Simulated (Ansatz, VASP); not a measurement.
## Be2ZnSe3 in VASP and in Ansatz

File INCAR:

```
SYSTEM = Be2ZnSe3
  PREC = Accurate
  ENCUT = 600
  EDIFF = 1E-7
  ISMEAR = 0
  SIGMA = 0.1
  LREAL = .FALSE.
  LASPH = .TRUE.
  NELM = 60
  ALGO = Normal
  ISIF = 3
  LWAVE = .FALSE.
  LCHARG = .FALSE.
  GGA = PE
  IBRION = 2
  NSW = 90
  EDIFFG = -0.04
```

Contents of KPOINTS:

```
Automatic mesh
0
G
  6 6 6
  0 0 0
```

Contents of POSCAR:

```
Be2ZnSe3
1.0
   -1.8863858900      1.8863858900      8.0032575100
    1.8863858900     -1.8863858900      8.0032575100
    1.8863858900      1.8863858900     -8.0032575100
Be Zn Se
2 1 3
Direct
    0.3333333300      0.3333333300      0.0000000000
    0.6666666700      0.6666666700      0.0000000000
    0.0000000000      0.0000000000      0.0000000000
    0.4166666700      0.9166666700      0.5000000000
    0.7500000000      0.2500000000      0.5000000000
    0.0833333300      0.5833333300      0.5000000000
```

Input for Ansatz:

```yaml
crystal:
  lattice:
    - [-1.88638589, 1.88638589, 8.00325751]
    - [1.88638589, -1.88638589, 8.00325751]
    - [1.88638589, 1.88638589, -8.00325751]
  atoms:
    - { symbol: Be, position: [0.33333333, 0.33333333, 0.0] }
    - { symbol: Be, position: [0.66666667, 0.66666667, 0.0] }
    - { symbol: Zn, position: [0.0, 0.0, 0.0] }
    - { symbol: Se, position: [0.41666667, 0.91666667, 0.5] }
    - { symbol: Se, position: [0.75, 0.25, 0.5] }
    - { symbol: Se, position: [0.08333333, 0.58333333, 0.5] }
basis:
  ecutwfc: 420
kpoints:
  mp_grid: { grid: [6, 6, 6] }
hamiltonian:
  xc: pbe
scf:
  occupations: { method: gaussian, width: 0.1 }
  lower_state_search: "off"
output:
  forces: true
  stress: true
  eigenvalues: true
relax:
  adjacent_minimum: "off"
  f_tol: 0.04
  max_steps: 70
  cell: { stress_tol: 0.4 }
```

Alike in both runs: task relaxation of cell and atoms; functional PBE; k mesh 6 × 6 × 6; occupations gaussian, width 0.1 eV; no spin polarisation.

|  | VASP | Ansatz |
| --- | --- | --- |
| version | VASP 6.6.1 | Ansatz 0.2.0 |
| potentials or method | VASP PAW PBE potentials, release 64 (Be, Zn, Se), cutoff 600 eV | scalar-relativistic, plane waves, PAW |
| valence electrons in the cell | 34 | 64 |

```tsv
	VASP	Ansatz	Ansatz less VASP
gap on the k mesh at the Fermi level, each at its own relaxed structure (eV)	2.64	2.65	+0.008
relaxed volume (Å³/atom)	19.33	19.32	-0.013
relaxed length of the cell vector where the two differ most in proportion (Å)	8.545	8.542	-0.0024
```

VASP's potentials hold 34 valence electrons a cell and Ansatz's 64, so a difference there can come from the potentials and not from the codes.
